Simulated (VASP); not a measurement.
# W4C in VASP: further runs, part 2 of 2

VASP 6.6.1. The steps go on from the part before.

### Step 3. Single point, PBE

File INCAR:

```
PREC = Accurate
ENCUT = 520
EDIFF = 1E-6
ISMEAR = 0
SIGMA = 0.1
LREAL = False
LASPH = True
NELM = 100
ALGO = Normal
ISIF = 2
LWAVE = False
LCHARG = False
LDIPOL = True
IDIPOL = 3
DIPOL = 0.5 0.5 0.345
GGA = PE
NBANDS = 38
```

File KPOINTS:

```
Automatic mesh
0
Gamma
  8 8 1
```

File POSCAR:

```
W4C
1.0
    3.1836991688      0.0000000000      0.0000000000
    0.0000000000      3.1836991688      0.0000000000
    0.0000000000      0.0000000000     20.1425775749
W C
4 1
Direct
    0.5000000000      0.5000000000      0.1985843165
    0.0000000000      0.0000000000      0.2776134069
    0.5000000000      0.5000000000      0.3599451800
    0.0000000000      0.0000000000      0.4290700901
    0.5000000000      0.5000000000      0.4608356463
```

Potentials or basis: VASP PAW PBE potentials, release 64 (W_sv, C).

Command:

```console
$ cat potpaw_PBE.64/W_sv/POTCAR potpaw_PBE.64/C/POTCAR > POTCAR
$ mpirun -np 1 vasp_std > vasp.out
```

OUTCAR:

```text
PREC = Accurate
   ENCUT = 520
   EDIFF = 1E-6
   ISMEAR = 0
   LREAL = False
   LASPH = True
   NELM = 100
   ISIF = 2
   GGA = PE

 ion  position               nearest neighbor table
   1  0.500  0.500  0.199-   2 2.76   2 2.76   2 2.76   2 2.76   3 3.25
   2  0.000  0.000  0.278-   1 2.76   1 2.76   1 2.76   1 2.76   3 2.80   3 2.80   3 2.80   3 2.80
                             4 3.05
   3  0.500  0.500  0.360-   5 2.03   4 2.65   4 2.65   4 2.65   4 2.65   2 2.80   2 2.80   2 2.80
                             2 2.80   1 3.25
   4  0.000  0.000  0.429-   5 2.34   5 2.34   5 2.34   5 2.34   3 2.65   3 2.65   3 2.65   3 2.65
                             2 3.05
   5  0.500  0.500  0.461-   3 2.03   4 2.34   4 2.34   4 2.34   4 2.34

  LATTYP: Found a simple tetragonal cell.
 ALAT       =     3.1836991688
 C/A-ratio  =     6.3267841925

  Lattice vectors:

 A1 = (   3.1836991688,   0.0000000000,   0.0000000000)
 A2 = (   0.0000000000,   3.1836991688,   0.0000000000)
 A3 = (   0.0000000000,   0.0000000000,  20.1425775749)

Analysis of symmetry for initial positions (statically):
=====================================================================
 Subroutine PRICEL returns:
 Original cell was already a primitive cell.

 Routine SETGRP: Setting up the symmetry group for a
 simple tetragonal supercell.

 Subroutine GETGRP returns: Found  8 space group operations
 (whereof  8 operations were pure point group operations)
 out of a pool of 16 trial point group operations.

The static configuration has the point symmetry C_4v.

Analysis of symmetry for dynamics (positions and initial velocities):
=====================================================================
 Subroutine PRICEL returns:
 Original cell was already a primitive cell.

 Routine SETGRP: Setting up the symmetry group for a
 simple tetragonal supercell.

 Subroutine GETGRP returns: Found  8 space group operations
 (whereof  8 operations were pure point group operations)
 out of a pool of 16 trial point group operations.

[... 124 lines left out ...]
   IVDW    =     0    specifies the selected vdW correction
   LEPSILON=     F    determine dielectric tensor
   LRPA    =     F    only Hartree local field effects (RPA)
 non-spin polarized calculation
 Gauss-broadening in eV      SIGMA  =   0.10
  energy-cutoff  :      520.00
  volume of cell :      204.16
 maximum number of plane-waves:      5576
 NGX is ok and might be reduce to    24
   NGX = 11   NGY = 11   NGZ = 75

 dipolmoment           0.000000      0.000000     -0.045808 electrons x Angstroem

 number of electron      59.9999991 magnetization

 dipolmoment           0.000000      0.000000      0.061937 electrons x Angstroem

 Free energy of the ion-electron system (eV)
  ---------------------------------------------------
  ext. energy  EPLUGINS =         0.00000000
  ---------------------------------------------------
  free energy    TOTEN  =       -55.68817366 eV

  energy without entropy =      -55.66677577  energy(sigma->0) =      -55.67747471

 E-fermi :   0.7990     XC(G=0):  -5.6664

 val. band max:        0.7435452774   @ k =   0.5000   0.2500   0.0000
 cond. band min:       0.8040235152   @ k =   0.5000   0.1250   0.0000
 fundamental gap:      0.0604782379
 Fermi energy:         0.7989821501

 k-point     1 :       0.0000    0.0000    0.0000
  band No.  band energies     occupation
      1     -74.0066      2.00000
      2     -73.2837      2.00000
      3     -73.2530      2.00000
      4     -73.0692      2.00000
      5     -38.3381      2.00000
      6     -38.3381      2.00000
[... 604 lines left out ...]
     37       3.7256      0.00000
     38       4.1563      0.00000

------------------------ aborting loop because EDIFF is reached ----------------------------------------

 vacuum level on the upper side and lower side of the slab       (xc-potential included)         0.461        -0.683

  FORCE on cell =-STRESS in cart. coord.  units (eV):
  Direction    XX          YY          ZZ          XY          YZ          ZX
  --------------------------------------------------------------------------------------
  -------------------------------------------------------------------------------------
  Total       -8.5994127     -8.5994127      6.1962298      0.0000000      0.0000000      0.0000000
  in kB      -67.4839167    -67.4839167     48.6249316      0.0000000      0.0000000      0.0000000
  external PRESSURE =     -28.7809673 kB  Pullay stress =       0.0000000 kB

 VOLUME and BASIS-vectors are now :
 -----------------------------------------------------------------------------
  energy-cutoff  :      520.00
  volume of cell :      204.16
      direct lattice vectors                 reciprocal lattice vectors
     3.183699169  0.000000000  0.000000000     0.314100029  0.000000000  0.000000000
     0.000000000  3.183699169  0.000000000     0.000000000  0.314100029  0.000000000
     0.000000000  0.000000000 20.142577575     0.000000000  0.000000000  0.049646079

 POSITION                                       TOTAL-FORCE (eV/Angst)
 -----------------------------------------------------------------------------------
      1.59185      1.59185      4.00000         0.000000     -0.000000      1.860260
      0.00000      0.00000      5.59185         0.000000      0.000000     -2.193108
      1.59185      1.59185      7.25022         0.000000     -0.000000     -5.858155
      0.00000      0.00000      8.64258        -0.000000     -0.000000      6.136875
      1.59185      1.59185      9.28242         0.000000     -0.000000      0.054128
 -----------------------------------------------------------------------------------
    total drift:                                0.000000     -0.000000     -0.000203

  FREE ENERGIE OF THE ION-ELECTRON SYSTEM (eV)
  ---------------------------------------------------
  free  energy   TOTEN  =       -55.6881736578 eV

  energy  without entropy=      -55.6667757675  energy(sigma->0) =      -55.67747471

 vacuum level on the upper side and lower side of the slab         5.931         4.781
```

It took 5.4 min on 1 thread of Intel Xeon 8259CL, shared host; peak memory 0.33 GiB.

Results:

```yaml
Free_energy: -55.6882 eV
Largest_force: 6.137 eV/Å
Band_gap_on_the_k_mesh: zero (bands 30 and 31 overlap by 1.71 eV)
```

Forces in eV/Å, atoms in the order of the input:
```
W    0.000  0.000  1.860
W    0.000  0.000 -2.193
W    0.000  0.000 -5.858
W    0.000  0.000  6.137
C    0.000  0.000  0.054
```

Levels at points of the mesh, in eV from the Fermi level:
| k point | band 27 | band 28 | band 29 | band 30 | band 31 | band 32 | band 33 | band 34 |
| --- | --- | --- | --- | --- | --- | --- | --- | --- |
| (0.00, 0.00, 0.00) | -1.17 | -1.09 | -1.09 | -0.45 | -0.45 | -0.36 | 0.42 | 1.14 |
| (0.50, 0.00, 0.00) | -1.50 | -0.83 | -0.52 | -0.18 | 0.71 | 0.76 | 1.55 | 1.85 |
| (0.50, 0.50, 0.00) | -1.46 | -1.32 | -1.32 | 1.25 | 1.31 | 1.85 | 2.00 | 2.00 |

Caveat: spin-orbit coupling is left out, which moves the levels of the heavy elements.

### Step 4. Relaxation of the atoms, PBE

File INCAR:

```
SYSTEM = W4C
PREC = Accurate ; ENCUT = 520
EDIFF = 1E-6 ; ISMEAR = 0
SIGMA = 0.1 ; LREAL = .False.
LASPH = .True. ; NELM = 100
ALGO = Normal ; ISIF = 2
LWAVE = .False. ; LCHARG = .False.
LDIPOL = .True. ; IDIPOL = 3
DIPOL = 0.5 0.5 0.344 ; GGA = PE
IBRION = 2 ; NSW = 36
EDIFFG = -0.025
```

File KPOINTS:

```
regular mesh
0
Gamma
  8 8 1
  0 0 0
```

File POSCAR:

```
W4C
1.0
    3.1836991688      0.0000000000      0.0000000000
    0.0000000000      3.1836991688      0.0000000000
    0.0000000000      0.0000000000     20.1425775749
W C
4 1
Selective dynamics
Direct
    0.5000000000      0.5000000000      0.1985843165  F F F
    0.0000000000      0.0000000000      0.2776134069  F F F
    0.5000000000      0.5000000000      0.3599451800  F F F
    0.0000000000      0.0000000000      0.4290700901  F F F
    0.5000000000      0.5000000000      0.4538931297  F F T
```

Potentials or basis: VASP PAW PBE potentials, release 64 (W_sv, C).

Command:

```console
$ cat potpaw_PBE.64/W_sv/POTCAR potpaw_PBE.64/C/POTCAR > POTCAR
$ mpirun -np 1 vasp_std > vasp.out
```

OUTCAR:

```text
SYSTEM = W4C
   PREC = Accurate
   ENCUT = 520
   EDIFF = 1E-6
   ISMEAR = 0
   LREAL = .False.
   LASPH = .True.
   NELM = 100
   ISIF = 2
   GGA = PE
   IBRION = 2
   NSW = 36
   EDIFFG = -0.025

 ion  position               nearest neighbor table
   1  0.500  0.500  0.199-   2 2.76   2 2.76   2 2.76   2 2.76   3 3.25
   2  0.000  0.000  0.278-   1 2.76   1 2.76   1 2.76   1 2.76   3 2.80   3 2.80   3 2.80   3 2.80
                             4 3.05
   3  0.500  0.500  0.360-   5 1.89   4 2.65   4 2.65   4 2.65   4 2.65   2 2.80   2 2.80   2 2.80
                             2 2.80   1 3.25
   4  0.000  0.000  0.429-   5 2.31   5 2.31   5 2.31   5 2.31   3 2.65   3 2.65   3 2.65   3 2.65
                             2 3.05
   5  0.500  0.500  0.454-   3 1.89   4 2.31   4 2.31   4 2.31   4 2.31

  LATTYP: Found a simple tetragonal cell.
 ALAT       =     3.1836991688
 C/A-ratio  =     6.3267841925

  Lattice vectors:

 A1 = (   3.1836991688,   0.0000000000,   0.0000000000)
 A2 = (   0.0000000000,   3.1836991688,   0.0000000000)
 A3 = (   0.0000000000,   0.0000000000,  20.1425775749)

[... 222 lines left out ...]

 dipolmoment           0.000000      0.000000     -0.011097 electrons x Angstroem

--------------------------------------- Ionic step        2  -------------------------------------------

 number of electron      59.9999991 magnetization

------------------------ aborting loop because EDIFF is reached ----------------------------------------
[... 34 lines left out ...]
--------------------------------------- Ionic step        3  -------------------------------------------

 number of electron      59.9999991 magnetization

 dipolmoment           0.000000      0.000000      0.062475 electrons x Angstroem

 Free energy of the ion-electron system (eV)
  ---------------------------------------------------
  ext. energy  EPLUGINS =         0.00000000
  ---------------------------------------------------
  free energy    TOTEN  =       -55.68826755 eV

  energy without entropy =      -55.66702408  energy(sigma->0) =      -55.67764582

 E-fermi :   0.7967     XC(G=0):  -5.6595

 val. band max:        0.7399711758   @ k =   0.5000   0.2500   0.0000
 cond. band min:       0.8012593771   @ k =   0.5000   0.1250   0.0000
 fundamental gap:      0.0612882013
 Fermi energy:         0.7966961190

 k-point     1 :       0.0000    0.0000    0.0000
  band No.  band energies     occupation
      1     -74.0111      2.00000
      2     -73.2885      2.00000
      3     -73.2563      2.00000
      4     -73.0740      2.00000
      5     -38.3421      2.00000
      6     -38.3421      2.00000
[... 574 lines left out ...]
     35       3.1723      0.00000
     36       3.7209      0.00000

------------------------ aborting loop because EDIFF is reached ----------------------------------------

 vacuum level on the upper side and lower side of the slab       (xc-potential included)         0.420        -0.708

  FORCE on cell =-STRESS in cart. coord.  units (eV):
  Direction    XX          YY          ZZ          XY          YZ          ZX
  --------------------------------------------------------------------------------------
  -------------------------------------------------------------------------------------
  Total       -8.6251970     -8.6251970      6.0854533      0.0000000      0.0000000      0.0000000
  in kB      -67.6862589    -67.6862589     47.7556132      0.0000000      0.0000000      0.0000000
  external PRESSURE =     -29.2056349 kB  Pullay stress =       0.0000000 kB
[... 20 lines left out ...]
  FREE ENERGIE OF THE ION-ELECTRON SYSTEM (eV)
  ---------------------------------------------------
  free  energy   TOTEN  =       -55.6882675549 eV

  energy  without entropy=      -55.6670240809  energy(sigma->0) =      -55.67764582

 reached required accuracy - stopping structural energy minimisation

 vacuum level on the upper side and lower side of the slab         5.941         4.783
```

OSZICAR:

```text
N       E                     dE             d eps       ncg     rms          rms(c)
DAV:   1     0.699062726483E+03    0.69906E+03   -0.37390E+04  1320   0.157E+03
DAV:   2    -0.300404645211E+02   -0.72910E+03   -0.71798E+03  1280   0.479E+02
DAV:   3    -0.606343576892E+02   -0.30594E+02   -0.29881E+02  1312   0.100E+02
DAV:   4    -0.618555631823E+02   -0.12212E+01   -0.11878E+01  1440   0.181E+01
[... 48 lines left out ...]
DAV:   2    -0.556883599890E+02   -0.80394E-04   -0.63412E-04  1404   0.168E-01    0.533E-02
DAV:   3    -0.556883313025E+02    0.28686E-04   -0.10974E-03  1460   0.213E-01    0.468E-02
DAV:   4    -0.556882715676E+02    0.59735E-04   -0.26692E-04  1452   0.117E-01    0.150E-02
DAV:   5    -0.556882682799E+02    0.32876E-05   -0.46886E-05  1228   0.529E-02    0.688E-03
DAV:   6    -0.556882675549E+02    0.72503E-06   -0.54340E-06  1100   0.166E-02
   3 F= -.55688268E+02 E0= -.55677646E+02  d E =-.188272E+00
```

CONTCAR:

```text
W4C
   1.00000000000000
     3.1836991688000000    0.0000000000000000    0.0000000000000000
     0.0000000000000000    3.1836991688000000    0.0000000000000000
     0.0000000000000000    0.0000000000000000   20.1425775748999989
  W               C
     4     1
Selective dynamics
Direct
     0.5000000000000000    0.5000000000000000    0.1985843165000034   F   F   F
     0.0000000000000000    0.0000000000000000    0.2776134069000022   F   F   F
     0.5000000000000000    0.5000000000000000    0.3599451799999969   F   F   F
     0.0000000000000000    0.0000000000000000    0.4290700900999980   F   F   F
     0.5000000000000000    0.5000000000000000    0.4610209755933095   F   F   T

  0.00000000E+00  0.00000000E+00  0.00000000E+00
  0.00000000E+00  0.00000000E+00  0.00000000E+00
  0.00000000E+00  0.00000000E+00  0.00000000E+00
  0.00000000E+00  0.00000000E+00  0.00000000E+00
  0.00000000E+00  0.00000000E+00  0.00000000E+00
```

Wall time 7.6 min (1 thread of Intel Xeon 8259CL, shared host); peak memory 0.34 GiB.

Results:

```
Free energy               : -55.6883 eV
Energy gained by relaxing : 37.7 meV/atom
Ionic steps               : 3
Band gap on the k mesh    : zero (bands 30 and 31 overlap by 1.71 eV)
```

Step by step:
```tsv
step	energy change (eV)	largest force on free atoms (eV/Å)	pressure (GPa)
1	0.0000	2.9176	-0.75
2	-0.1882	0.0403	-2.89
3	-0.1883	0.0030	-2.92
```

Final structure:
```cif
data_structure
_symmetry_space_group_name_H-M 'P 1'
_symmetry_Int_Tables_number 1
_cell_length_a 3.1837
_cell_length_b 3.1837
_cell_length_c 20.1426
_cell_angle_alpha 90.000
_cell_angle_beta 90.000
_cell_angle_gamma 90.000
_cell_volume 204.16
loop_
_atom_site_label
_atom_site_type_symbol
_atom_site_fract_x
_atom_site_fract_y
_atom_site_fract_z
_atom_site_occupancy
W1 W 0.50000 0.50000 0.19858 1
W2 W 0.00000 0.00000 0.27761 1
W3 W 0.50000 0.50000 0.35995 1
W4 W 0.00000 0.00000 0.42907 1
C1 C 0.50000 0.50000 0.46102 1
```

Caveat: spin-orbit coupling is left out, which moves the levels of the heavy elements.

### Step 5. Overview

```csv
task,cell,atoms held fixed (from 0),atoms held along some axes (from 0),gap on the mesh (eV),largest force (eV/Å)
single point,"as given, atomic positions A",-,-,none,2.41
single point,"as given, atomic positions B",-,-,none,6.14
relaxation of the atoms,"atoms relaxed, atomic positions C","[0, 1, 2, 3]",atom 4 along a and b,none,-
```

Alike in all rows: level PBE; potentials or basis VASP PAW PBE potentials, release 64 (W_sv, C); no spin polarisation; k mesh 8 × 8 × 1; cutoff (eV) 520; smearing gaussian 0.1 eV.

Caveats: spin-orbit coupling is left out, which moves the levels of the heavy elements.

Total energies depend on the potentials used, so only differences within one code and one set of settings carry meaning.

The gap in the log of VASP goes by the Fermi energy; the results here count the filled bands.